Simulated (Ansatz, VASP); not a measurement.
Rh: VASP beside Ansatz

```
CELL_PARAMETERS angstrom
0.00000 2.61841 2.61841
2.61841 0.00000 2.61841
2.61841 2.61841 0.00000
ATOMIC_POSITIONS crystal
Rh 0.12500 0.12500 0.12500
Rh 0.87500 0.87500 0.87500
```

Alike in both runs: task single point; functional r2SCAN; k mesh 11 × 11 × 11; occupations fermi-dirac, width 0.1 eV; no spin polarisation.

|  | VASP | Ansatz |
| --- | --- | --- |
| version | VASP 6.6.1 | Ansatz 0.2.0 |
| potentials or method | VASP PAW PBE potentials, release 64 (Rh_pv), cutoff 520 eV | plane waves (500 eV) with PAW, scalar-relativistic |
| valence electrons in the cell | 30 | 34 |

Ansatz gave:

```
pressure (GPa) : 25.1
```

What did VASP give for the same quantities?

Pressure (GPa): 26.2.

VASP's potentials were made for PBE, not for r2SCAN. The functional is the same, so the differences come from potentials, cutoffs and numerics. VASP's potentials hold 30 valence electrons a cell and Ansatz's 34, so a difference there can come from the potentials and not from the codes.
